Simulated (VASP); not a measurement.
# ZnO (zincite) in VASP: notebook

ZnO (zincite) is run at these levels: PBE; tasks: single point.

Everything below comes from runs of VASP 6.6.1. Logs are shortened: lines on timing, memory, paths and dates and some standing lists are left out, and cuts for length are marked.

### 1 The cell of the first run

The cell holds a slab with vacuum, 20 atoms: a = 3.279 Å, b = 5.293 Å, c = 27.307 Å, α = 90.00°, β = 90.00°, γ = 90.00°.

### 2 Single point, PBE

Contents of INCAR:

```
SYSTEM = ZnO
PREC = Accurate
ENCUT = 520
EDIFF = 1E-6
ISMEAR = 0
SIGMA = 0.05
LREAL = Auto
LASPH = .True.
NELM = 100
ALGO = Normal
ISIF = 2
LWAVE = .False.
LCHARG = .True.
LDIPOL = .True.
IDIPOL = 3
DIPOL = 0.5 0.5 0.500
GGA = PE
LELF = .True.
LVHAR = .True.
LVACPOTAV = .True.
NBANDS = 106
```

Contents of KPOINTS:

```
regular mesh
0
Gamma
  8 5 1
  0 0 0
```

Contents of POSCAR:

```
ZnO
1.0
    3.2794860218      0.0000000000      0.0000000000
    0.0000000000      5.2932739833      0.0000000000
    0.0000000000      0.0000000000     27.3071788939
Zn O
10 10
Direct
    0.0000000000      0.5000314109      0.2746530511
    0.5000000000      0.0000314109      0.3093218125
    0.5000000000      0.5000314109      0.3786593352
    0.0000000000      0.0000314109      0.4133280966
    0.0000000000      0.5000314109      0.4826656193
    0.5000000000      0.0000314109      0.5173343807
    0.5000000000      0.5000314109      0.5866719034
    0.0000000000      0.0000314109      0.6213406648
    0.0000000000      0.5000314109      0.6906781875
    0.5000000000      0.0000314109      0.7253469489
    0.0000000000      0.1209585891      0.2746530511
    0.5000000000      0.6209585891      0.3093218125
    0.5000000000      0.1209585891      0.3786593352
    0.0000000000      0.6209585891      0.4133280966
    0.0000000000      0.1209585891      0.4826656193
    0.5000000000      0.6209585891      0.5173343807
    0.5000000000      0.1209585891      0.5866719034
    0.0000000000      0.6209585891      0.6213406648
    0.0000000000      0.1209585891      0.6906781875
    0.5000000000      0.6209585891      0.7253469489
```

Potentials or basis: VASP PAW PBE potentials, release 64 (Zn, O).

The run is started by

```
cat potpaw_PBE.64/Zn/POTCAR potpaw_PBE.64/O/POTCAR > POTCAR
mpirun -np 1 vasp_std > vasp.out
```

OUTCAR:

```text
SYSTEM = ZnO
   PREC = Accurate
   ENCUT = 520
   EDIFF = 1E-6
   ISMEAR = 0
   LREAL = Auto
   LASPH = .True.
   NELM = 100
   ISIF = 2
   GGA = PE

 ion  position               nearest neighbor table
   1  0.000  0.500  0.275-  12 2.00  12 2.00  11 2.01
   2  0.500  0.000  0.309-  13 2.00  11 2.00  11 2.00  12 2.01
   3  0.500  0.500  0.379-  12 2.00  14 2.00  14 2.00  13 2.01
   4  0.000  0.000  0.413-  15 2.00  13 2.00  13 2.00  14 2.01
   5  0.000  0.500  0.483-  14 2.00  16 2.00  16 2.00  15 2.01
   6  0.500  0.000  0.517-  17 2.00  15 2.00  15 2.00  16 2.01
   7  0.500  0.500  0.587-  16 2.00  18 2.00  18 2.00  17 2.01
   8  0.000  0.000  0.621-  19 2.00  17 2.00  17 2.00  18 2.01
   9  0.000  0.500  0.691-  18 2.00  20 2.00  20 2.00  19 2.01
  10  0.500  0.000  0.725-  19 2.00  19 2.00  20 2.01
  11  0.000  0.121  0.275-   2 2.00   2 2.00   1 2.01
  12  0.500  0.621  0.309-   3 2.00   1 2.00   1 2.00   2 2.01
  13  0.500  0.121  0.379-   2 2.00   4 2.00   4 2.00   3 2.01
  14  0.000  0.621  0.413-   5 2.00   3 2.00   3 2.00   4 2.01
  15  0.000  0.121  0.483-   4 2.00   6 2.00   6 2.00   5 2.01
  16  0.500  0.621  0.517-   7 2.00   5 2.00   5 2.00   6 2.01
  17  0.500  0.121  0.587-   6 2.00   8 2.00   8 2.00   7 2.01
  18  0.000  0.621  0.621-   9 2.00   7 2.00   7 2.00   8 2.01
  19  0.000  0.121  0.691-   8 2.00  10 2.00  10 2.00   9 2.01
  20  0.500  0.621  0.725-   9 2.00   9 2.00  10 2.01

  LATTYP: Found a simple orthorhombic cell.
 ALAT       =     3.2794860218
 B/A-ratio  =     1.6140559673
 C/A-ratio  =     8.3266642127

  Lattice vectors:

 A1 = (   3.2794860218,   0.0000000000,   0.0000000000)
 A2 = (   0.0000000000,   5.2932739833,   0.0000000000)
 A3 = (   0.0000000000,   0.0000000000,  27.3071788939)

Analysis of symmetry for initial positions (statically):
=====================================================================
 Subroutine PRICEL returns:
 Original cell was already a primitive cell.

 Routine SETGRP: Setting up the symmetry group for a
 simple orthorhombic supercell.

 Subroutine GETGRP returns: Found  4 space group operations
 (whereof  2 operations were pure point group operations)
 out of a pool of  8 trial point group operations.

The static configuration has the point symmetry C_1h.
 The point group associated with its full space group is C_2v.

Analysis of symmetry for dynamics (positions and initial velocities):
=====================================================================
 Subroutine PRICEL returns:
 Original cell was already a primitive cell.

 Routine SETGRP: Setting up the symmetry group for a
 simple orthorhombic supercell.

 Subroutine GETGRP returns: Found  4 space group operations
 (whereof  2 operations were pure point group operations)
 out of a pool of  8 trial point group operations.

The dynamic configuration has the point symmetry C_1h.
 The point group associated with its full space group is C_2v.

 Subroutine INISYM returns: Found  4 space group operations
 (whereof  2 operations are pure point group operations),
 and found     1 'primitive' translations

----------------------------------------------------------------------------------------

                                     Primitive cell

  volume of cell :     474.0313

  direct lattice vectors                    reciprocal lattice vectors
     3.279486022  0.000000000  0.000000000     0.304925831  0.000000000  0.000000000
     0.000000000  5.293273983  0.000000000     0.000000000  0.188918995  0.000000000
     0.000000000  0.000000000 27.307178894     0.000000000  0.000000000  0.036620407

  length of vectors
     3.279486022  5.293273983 27.307178894     0.304925831  0.188918995  0.036620407

  position of ions in fractional coordinates (direct lattice)
     0.000000000  0.500031411  0.274653051
     0.500000000  0.000031411  0.309321813
     0.500000000  0.500031411  0.378659335
     0.000000000  0.000031411  0.413328097
     0.000000000  0.500031411  0.482665619
     0.500000000  0.000031411  0.517334381
[... 12 lines left out ...]
     0.000000000  0.120958589  0.690678187
     0.500000000  0.620958589  0.725346949

  ion indices of the primitive-cell ions
   primitive index   ion index
                 1           1
                 2           2
                 3           3
                 4           4
                 5           5
                 6           6
[... 12 lines left out ...]
                19          19
                20          20

----------------------------------------------------------------------------------------

 KPOINTS: regular mesh

Automatic generation of k-mesh.
 Grid dimensions read from file:
 generate k-points for:    8    5    1

 Generating k-lattice:

  Cartesian coordinates                     Fractional coordinates (reciprocal lattice)
     0.038115729  0.000000000  0.000000000     0.125000000  0.000000000  0.000000000
     0.000000000  0.037783799  0.000000000     0.000000000  0.200000000  0.000000000
     0.000000000  0.000000000  0.036620407     0.000000000  0.000000000  1.000000000

  Length of vectors
     0.038115729  0.037783799  0.036620407

  Shift w.r.t. Gamma in fractional coordinates (k-lattice)
     0.000000000  0.000000000  0.000000000

 Subroutine IBZKPT returns following result:
 ===========================================

 Found     15 irreducible k-points:

 Following reciprocal coordinates:
            Coordinates               Weight
  0.000000  0.000000  0.000000      1.000000
  0.125000  0.000000  0.000000      2.000000
  0.250000  0.000000  0.000000      2.000000
  0.375000  0.000000  0.000000      2.000000
  0.500000  0.000000  0.000000      1.000000
  0.000000  0.200000  0.000000      2.000000
  0.125000  0.200000  0.000000      4.000000
  0.250000  0.200000  0.000000      4.000000
  0.375000  0.200000  0.000000      4.000000
  0.500000  0.200000  0.000000      2.000000
  0.000000  0.400000  0.000000      2.000000
  0.125000  0.400000  0.000000      4.000000
  0.250000  0.400000  0.000000      4.000000
  0.375000  0.400000  0.000000      4.000000
  0.500000  0.400000  0.000000      2.000000
   k-points           NKPTS =     15   k-points in BZ     NKDIM =     15   number of bands    NBANDS=    106
   number of dos      NEDOS =    301   number of ions     NIONS =     20
   total plane-waves  NPLWV = 201600
   dimension x,y,z NGX =    24 NGY =   40 NGZ =  210
   dimension x,y,z NGXF=    48 NGYF=   80 NGZF=  420
   ions per type =              10  10
   NGX,Y,Z   is equivalent  to a cutoff of  12.17, 12.56, 12.78 a.u.
   NGXF,Y,Z  is equivalent  to a cutoff of  24.33, 25.13, 25.57 a.u.
 SYSTEM =  ZnO
   PREC   = accura    normal or accurate (medium, high low for compatibility)
   ISTART =      0    job   : 0-new  1-cont  2-samecut
   ICHARG =      2    charge: 1-file 2-atom 10-const
   ISPIN  =      1    spin polarized calculation?
   LNONCOLLINEAR =      F non collinear calculations
   LSORBIT =      F    spin-orbit coupling
   LASPH  =      T    aspherical Exc in radial PAW
   ENCUT  =  520.0 eV  38.22 Ry    6.18 a.u.   6.10  9.84 50.77*2*pi/ulx,y,z
   NELM   =    100;   NELMIN=  2; NELMDL= -5     # of ELM steps
   EDIFF  = 0.1E-05   stopping-criterion for ELM
   LREAL  =      T    real-space projection
   EDIFFG = 0.1E-04   stopping-criterion for IOM
   NSW    =      0    number of steps for IOM
   IBRION =     -1    ionic relax: 0-MD 1-quasi-New 2-CG
   NFREE  =      0    steps in history (QN), initial steepest desc. (CG)
   ISIF   =      2    stress and relaxation
   ISYM   =      2    0-nonsym 1-usesym 2-fastsym
   POTIM  = 0.5000    time-step for ionic-motion
   TEBEG  =    0.0;   TEEND  =   0.0 temperature during run
   PSTRESS=    0.0 pullay stress
   NELECT =     180.0000    total number of electrons
   NUPDOWN=      -1.0000    fix difference up-down
   EMIN   =  10.00;   EMAX   =-10.00  energy-range for DOS
   EFERMI =   0.00;   METHOD = LEGACY
   ISMEAR =     0;   SIGMA  =   0.05  broadening in eV -4-tet -1-fermi 0-gaus
   EFERMI_NEDOS =   21; number of points for ismear=-14 and -15
   IALGO  =     38    algorithm
   IMIX   =      4    mixing-type and parameters
     AMIX     =   0.40;   BMIX     =  1.00
     AMIX_MAG =   1.60;   BMIX_MAG =  1.00
  volume/ion in A,a.u.               =      23.70       159.95
  Fermi-wavevector in a.u.,A,eV,Ry     =   1.185487  2.240245 19.121337  1.405379
  Thomas-Fermi vector in A             =   2.321679
   LORBIT       =      0    0 simple, 1 ext, 2 COOP (PROOUT), +10 PAW based schemes
   GGA     = PE    functional components
   LHFCALC =     F    Hartree Fock is set to
   AEXX    =    0.0000 exact exchange contribution
   IVDW    =     0    specifies the selected vdW correction
   LEPSILON=     F    determine dielectric tensor
   LRPA    =     F    only Hartree local field effects (RPA)
 non-spin polarized calculation
 Gauss-broadening in eV      SIGMA  =   0.05
  energy-cutoff  :      520.00
  volume of cell :      474.03
 maximum number of plane-waves:     12822
   NGX = 13   NGY = 19   NGZ =101

 number of electron     180.0000018 magnetization

 dipolmoment           0.000000      0.000000     -0.000000 electrons x Angstroem

 Free energy of the ion-electron system (eV)
  ---------------------------------------------------
  ext. energy  EPLUGINS =         0.00000000
  ---------------------------------------------------
  free energy    TOTEN  =       -86.74198922 eV

  energy without entropy =      -86.74198922  energy(sigma->0) =      -86.74198922

 E-fermi :  -1.6509     XC(G=0):  -6.0954

 val. band max:       -1.8732709090   @ k =   0.0000   0.0000   0.0000
 cond. band min:      -1.4309765007   @ k =   0.0000   0.0000   0.0000
 fundamental gap:      0.4422944083
 Fermi energy:        -1.6509303790

 k-point     1 :       0.0000    0.0000    0.0000
  band No.  band energies     occupation
      1     -20.0064      2.00000
      2     -19.9540      2.00000
      3     -19.8074      2.00000
      4     -19.6031      2.00000
      5     -19.4151      2.00000
      6     -19.2950      2.00000
[... 1564 lines left out ...]
    101       4.6185      0.00000
    102       4.6185      0.00000
 [bands above 102 left out]

------------------------ aborting loop because EDIFF is reached ----------------------------------------

  FORCE on cell =-STRESS in cart. coord.  units (eV):
  Direction    XX          YY          ZZ          XY          YZ          ZX
  --------------------------------------------------------------------------------------
  -------------------------------------------------------------------------------------
  Total       -1.2041442     -4.3999667     -0.3325612      0.0000000      0.0000000      0.0000000
  in kB       -4.0698844    -14.8714383     -1.1240229      0.0000000      0.0000000      0.0000000
  external PRESSURE =      -6.6884485 kB  Pullay stress =       0.0000000 kB

 VOLUME and BASIS-vectors are now :
 -----------------------------------------------------------------------------
  energy-cutoff  :      520.00
  volume of cell :      474.03
      direct lattice vectors                 reciprocal lattice vectors
     3.279486022  0.000000000  0.000000000     0.304925831  0.000000000  0.000000000
     0.000000000  5.293273983  0.000000000     0.000000000  0.188918995  0.000000000
     0.000000000  0.000000000 27.307178894     0.000000000  0.000000000  0.036620407

 POSITION                                       TOTAL-FORCE (eV/Angst)
 -----------------------------------------------------------------------------------
      0.00000      2.64680      7.50000         0.000000     -1.379722      1.123080
      1.63974      0.00017      8.44671         0.000000      0.704582     -0.796889
      1.63974      2.64680     10.34012         0.000000     -0.235582      0.186591
      0.00000      0.00017     11.28682         0.000000      0.103143     -0.090529
      0.00000      2.64680     13.18024         0.000000     -0.017526      0.039297
      1.63974      0.00017     14.12694         0.000000     -0.017526     -0.039297
[... 12 lines left out ...]
      0.00000      0.64027     18.86047         0.000000      0.083052      0.908906
      1.63974      3.28690     19.80718         0.000000      0.719639     -0.146405
 -----------------------------------------------------------------------------------
    total drift:                                0.000000      0.014266     -0.000060

  FREE ENERGIE OF THE ION-ELECTRON SYSTEM (eV)
  ---------------------------------------------------
  free  energy   TOTEN  =       -86.7419892198 eV

  energy  without entropy=      -86.7419892198  energy(sigma->0) =      -86.74198922

 vacuum level on the upper side and lower side of the slab         3.273         3.273
```

It took 15 min on 1 thread of Intel Xeon 6975P-C (Granite Rapids), shared host; peak memory 0.73 GiB.

What came out:

| Quantity | Value |
| --- | --- |
| Free energy | -86.7420 eV |
| Largest force | 1.779 eV/Å |
| Band gap on the k mesh | 0.44 eV, direct |

Forces on the atoms (eV/Å):
```
Zn   0.000 -1.380  1.123
Zn   0.000  0.705 -0.797
Zn   0.000 -0.236  0.187
Zn   0.000  0.103 -0.091
Zn   0.000 -0.018  0.039
Zn   0.000 -0.018 -0.039
Zn   0.000  0.103  0.091
Zn   0.000 -0.236 -0.187
Zn   0.000  0.705  0.797
Zn   0.000 -1.380 -1.123
O    0.000  0.720  0.146
O    0.000  0.083 -0.909
O    0.000  0.033  0.313
O    0.000 -0.012 -0.133
O    0.000  0.001  0.059
O    0.000  0.001 -0.059
O    0.000 -0.012  0.133
O    0.000  0.033 -0.313
O    0.000  0.083  0.909
O    0.000  0.720 -0.146
```

### 3 Single point, PBE

Contents of INCAR:

```
SYSTEM = ZnO
PREC = Accurate
ENCUT = 520
EDIFF = 1E-6
ISMEAR = 0
SIGMA = 0.05
LREAL = Auto
LASPH = .TRUE.
NELM = 100
ALGO = Normal
ISIF = 2
LWAVE = .FALSE.
LCHARG = .FALSE.
LDIPOL = .TRUE.
IDIPOL = 3
DIPOL = 0.5 0.5 0.500
GGA = PE
NBANDS = 106
```

Contents of KPOINTS:

```
regular mesh
0
G
  8 5 1
  0 0 0
```

Contents of POSCAR:

```
ZnO
1.0
    3.2794860218      0.0000000000      0.0000000000
    0.0000000000      5.2932739833      0.0000000000
    0.0000000000      0.0000000000     27.3071788939
Zn O
10 10
Direct
    0.0000000000      0.4659519652      0.2874064258
    0.5000000000      0.0024844099      0.3050321474
    0.5000000000      0.5007382756      0.3812354242
    0.0000000000      0.0075281364      0.4120988102
    0.0000000000      0.5051134291      0.4836128336
    0.5000000000      0.0051134422      0.5163871627
    0.5000000000      0.5075282243      0.5879011859
    0.0000000000      0.0007383938      0.6187645737
    0.0000000000      0.5024845871      0.6949678546
    0.5000000000     -0.0340478521      0.7125935750
    0.0000000000      0.1196227222      0.2753115045
    0.5000000000      0.6249216175      0.3096126207
    0.5000000000      0.1250353149      0.3779714064
    0.0000000000      0.6271362821      0.4138691703
    0.0000000000      0.1264172696      0.4822164339
    0.5000000000      0.6264172825      0.5177835627
    0.5000000000      0.1271363668      0.5861308274
    0.0000000000      0.6250354340      0.6220285921
    0.0000000000      0.1249217854      0.6903873820
    0.5000000000      0.6196229134      0.7246885069
```

Potentials or basis: VASP PAW PBE potentials, release 64 (Zn, O).

The run is started by

```
cat potpaw_PBE.64/Zn/POTCAR potpaw_PBE.64/O/POTCAR > POTCAR
mpirun -np 1 vasp_std > vasp.out
```

OUTCAR:

```text
SYSTEM = ZnO
   PREC = Accurate
   ENCUT = 520
   EDIFF = 1E-6
   ISMEAR = 0
   LREAL = Auto
   LASPH = .TRUE.
   NELM = 100
   ISIF = 2
   GGA = PE

 ion  position               nearest neighbor table
   1  0.000  0.466  0.287-  11 1.86  12 1.94  12 1.94   2 2.99   2 2.99   3 3.05   3 3.05
   2  0.500  0.002  0.305-  11 1.93  11 1.93  12 2.00  13 2.09   1 2.99   1 2.99
   3  0.500  0.501  0.381-  14 1.98  14 1.98  13 1.99  12 2.06   1 3.05   1 3.05
   4  0.000  0.008  0.412-  13 1.99  13 1.99  14 2.01  15 2.02
   5  0.000  0.505  0.484-  16 1.99  16 1.99  15 2.00  14 2.01
   6  0.500  0.005  0.516-  15 1.99  15 1.99  16 2.00  17 2.01
   7  0.500  0.508  0.588-  18 1.99  18 1.99  17 2.01  16 2.02
   8  0.000  0.001  0.619-  17 1.98  17 1.98  18 1.99  19 2.06  10 3.05  10 3.05
   9  0.000  0.502  0.695-  20 1.93  20 1.93  19 2.00  18 2.09  10 2.99  10 2.99
  10  0.500  0.966  0.713-  20 1.86  19 1.94  19 1.94   9 2.99   9 2.99   8 3.05   8 3.05
  11  0.000  0.120  0.275-   1 1.86   2 1.93   2 1.93
  12  0.500  0.625  0.310-   1 1.94   1 1.94   2 2.00   3 2.06
  13  0.500  0.125  0.378-   4 1.99   4 1.99   3 1.99   2 2.09
  14  0.000  0.627  0.414-   3 1.98   3 1.98   5 2.01   4 2.01
  15  0.000  0.126  0.482-   6 1.99   6 1.99   5 2.00   4 2.02
[... 1804 lines left out ...]
 [bands above 102 left out]

------------------------ aborting loop because EDIFF is reached ----------------------------------------

 vacuum level on the upper side and lower side of the slab       (xc-potential included)        -0.195        -0.195

  FORCE on cell =-STRESS in cart. coord.  units (eV):
  Direction    XX          YY          ZZ          XY          YZ          ZX
  --------------------------------------------------------------------------------------
  -------------------------------------------------------------------------------------
  Total        4.5998425      4.1247265      0.9309183      0.0000000      0.0000000      0.0000000
  in kB       15.5469983     13.9411547      3.1464087      0.0000000      0.0000000      0.0000000
  external PRESSURE =      10.8781872 kB  Pullay stress =       0.0000000 kB

 VOLUME and BASIS-vectors are now :
 -----------------------------------------------------------------------------
  energy-cutoff  :      520.00
  volume of cell :      474.03
      direct lattice vectors                 reciprocal lattice vectors
     3.279486022  0.000000000  0.000000000     0.304925831  0.000000000  0.000000000
     0.000000000  5.293273983  0.000000000     0.000000000  0.188918995  0.000000000
     0.000000000  0.000000000 27.307178894     0.000000000  0.000000000  0.036620407

 POSITION                                       TOTAL-FORCE (eV/Angst)
 -----------------------------------------------------------------------------------
      0.00000      2.46641      7.84826         0.000000      0.041920     -0.022941
      1.63974      0.01315      8.32957         0.000000     -0.013824      0.022312
      1.63974      2.65054     10.41046         0.000000      0.002606     -0.022622
      0.00000      0.03985     11.25326         0.000000     -0.000192      0.006070
      0.00000      2.67370     13.20610         0.000000     -0.000891     -0.007973
      1.63974      0.02707     14.10108         0.000000     -0.000891      0.007973
[... 12 lines left out ...]
      0.00000      0.66125     18.85253         0.000000      0.033126     -0.026391
      1.63974      3.27983     19.78920         0.000000     -0.058288      0.095596
 -----------------------------------------------------------------------------------
    total drift:                                0.000000     -0.012451     -0.000202

  FREE ENERGIE OF THE ION-ELECTRON SYSTEM (eV)
  ---------------------------------------------------
  free  energy   TOTEN  =       -87.4479067982 eV

  energy  without entropy=      -87.4479067982  energy(sigma->0) =      -87.44790680

 vacuum level on the upper side and lower side of the slab         3.378         3.378
```

Wall time 16 min (1 thread of Intel Xeon 6975P-C (Granite Rapids), shared host); peak memory 0.73 GiB.

Results:

* Free energy: -87.4479 eV
* Largest force: 0.112 eV/Å
* Band gap on the k mesh: 0.83 eV, direct

Forces on the atoms (eV/Å):
```
Zn   0.000  0.042 -0.023
Zn   0.000 -0.014  0.022
Zn   0.000  0.003 -0.023
Zn   0.000  0.000  0.006
Zn   0.000 -0.001 -0.008
Zn   0.000 -0.001  0.008
Zn   0.000  0.000 -0.006
Zn   0.000  0.003  0.023
Zn   0.000 -0.014 -0.022
Zn   0.000  0.042  0.023
O    0.000 -0.058 -0.096
O    0.000  0.033  0.026
O    0.000 -0.009 -0.025
O    0.000  0.005  0.015
O    0.000  0.000 -0.018
O    0.000  0.000  0.018
O    0.000  0.005 -0.015
O    0.000 -0.009  0.025
O    0.000  0.033 -0.026
O    0.000 -0.058  0.096
```
